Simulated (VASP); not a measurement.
Here is a VASP 6.6.1 calculation.

File INCAR:

```
SYSTEM = Al4Ir
ALGO = Normal ; EDIFF = 1E-6
ENCUT = 520 ; GGA = PE
ISIF = 2 ; ISMEAR = 0
ISPIN = 2 ; LASPH = .TRUE.
LCHARG = .FALSE. ; LMAXMIX = 4
LORBIT = 11 ; LREAL = .FALSE.
LWAVE = .FALSE. ; MAGMOM = 0 0 0 0 0 0 0 0 1 1
NBANDS = 36 ; NELM = 150
PREC = Accurate ; SIGMA = 0.1
```

File KPOINTS:

```
k-points
0
G
  3 3 4
  0 0 0
```

The input POSCAR:

```
Al4Ir
1.0
    7.6510897091      0.0000000000      0.0000000000
   -3.8255448545      6.6260380547      0.0000000000
    0.0000000000      0.0000000000      5.2634008771
Al Ir
8 2
Direct
    0.5000000000      0.5000000000      0.5000000000
    0.5000000000      0.0000000000      0.5000000000
    0.0000000000      0.5000000000      0.5000000000
    0.5000000000      0.5000000000      0.0000000000
    0.5000000000      0.0000000000      0.0000000000
    0.0000000000      0.5000000000      0.0000000000
    0.3333333333      0.6666666667      0.7500000000
    0.6666666667      0.3333333333      0.2500000000
    0.3333333333      0.6666666667      0.2500000000
    0.6666666667      0.3333333333      0.7500000000
```

Potentials or basis: VASP PAW PBE potentials, release 64 (Al, Ir).

Run with:

```sh
$ cat potpaw_PBE.64/Al/POTCAR potpaw_PBE.64/Ir/POTCAR > POTCAR
$ mpirun -np 1 vasp_std > vasp.out
```

Question: What does it give for the net moment?

Answer: 0.00 μB per cell.

Question: Predict the band gap on the k mesh.

Answer: Zero (filled and empty bands overlap).

Question: Estimate the pressure.

Answer: 0.0 GPa.

Stress tensor (GPa, compression positive):
```
0.01 0.00 0.00
0.00 0.01 0.00
0.00 0.00 0.09
```

Caveat: spin-orbit coupling is left out, which moves the levels of the heavy elements.
